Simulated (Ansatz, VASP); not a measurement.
Two plane-wave programs on MgO

Contents of INCAR:

```
SYSTEM = MgO
ALGO     = Normal         ! electronic algorithm
EDIFF    = 1E-6           ! SCF threshold, eV
ENCUT    = 520            ! plane-wave cutoff, eV
GGA      = PE             ! functional
ISIF     = 2              ! what is computed and relaxed
ISMEAR   = 0              ! smearing method
LASPH    = .TRUE.         ! aspherical terms in the spheres
LCHARG   = .TRUE.         ! write CHGCAR
LELF     = .TRUE.         ! ELF
LREAL    = .FALSE.        ! projectors in reciprocal space
LVHAR    = .TRUE.       
LWAVE    = .FALSE.        ! write WAVECAR
NBANDS   = 26             ! bands
NELM     = 60             ! most SCF steps
PREC     = Accurate       ! precision mode
SIGMA    = 0.05           ! smearing width, eV
```

File KPOINTS:

```
k-points
0
G
  9 9 4
  0 0 0
```

Contents of POSCAR:

```
MgO
1.0
    3.4345560843      0.0000000000      0.0000000000
   -1.7172780422      2.9744128197      0.0000000000
    0.0000000000      0.0000000000     10.3596515172
Mg O
4 4
Direct
    0.3333333333      0.6666666667      0.9694906392
    0.0000000000      0.0000000000      0.2208211786
    0.0000000000      0.0000000000      0.7208211786
    0.6666666667      0.3333333333      0.4694906392
    0.3333333333      0.6666666667      0.7800420079
    0.0000000000      0.0000000000      0.5296443544
    0.0000000000      0.0000000000      0.0296443544
    0.6666666667      0.3333333333      0.2800420079
```

Input for Ansatz:

```yaml
crystal:
  lattice:
    - [3.4345560843, 0.0, 0.0]
    - [-1.7172780422, 2.9744128197, 0.0]
    - [0.0, 0.0, 10.3596515172]
  atoms:
    - { symbol: Mg, position: [0.3333333333, 0.6666666667, 0.9694906392] }
    - { symbol: Mg, position: [0.0, 0.0, 0.2208211786] }
    - { symbol: Mg, position: [0.0, 0.0, 0.7208211786] }
    - { symbol: Mg, position: [0.6666666667, 0.3333333333, 0.4694906392] }
    - { symbol: O, position: [0.3333333333, 0.6666666667, 0.7800420079] }
    - { symbol: O, position: [0.0, 0.0, 0.5296443544] }
    - { symbol: O, position: [0.0, 0.0, 0.0296443544] }
    - { symbol: O, position: [0.6666666667, 0.3333333333, 0.2800420079] }
basis:
  ecutwfc: 520.0
kpoints:
  mp_grid: { grid: [9, 9, 4] }
hamiltonian:
  xc: pbe
  pseudopotentials: { kind: paw, azcp: { folder: soft_1 } }
scf:
  occupations: { method: gaussian, width: 0.05 }
output:
  forces: true
  stress: true
  eigenvalues: true
```

Alike in both runs: task single point; functional PBE; k mesh 9 × 9 × 4; occupations gaussian, width 0.05 eV; no spin polarisation.

```csv
,VASP,Ansatz
version,VASP 6.6.1,Ansatz 0.2.0
potentials or method,"VASP PAW PBE potentials, release 64 (Mg, O), cutoff 520 eV","scalar-relativistic, plane waves, PAW"
valence electrons in the cell,32,64
```

```csv
,VASP,Ansatz,Ansatz less VASP
gap on the k mesh at the Fermi level (eV),2.92,2.95,+0.021
least direct gap on the mesh (eV),2.92,2.95,+0.021
pressure (GPa),-7.6,-7.2,+0.43
"traceless stress, the component that is largest in VASP (GPa)",7.42,7.31,-0.104
rms of the force components (eV/Å),0.235,0.233,-0.0017
```

Atom by atom the forces differ by 0.002 eV/Å (rms over components). The functional is the same, so the differences come from potentials, cutoffs and numerics. VASP's potentials hold 32 valence electrons a cell and Ansatz's 64, so a difference there can come from the potentials and not from the codes.
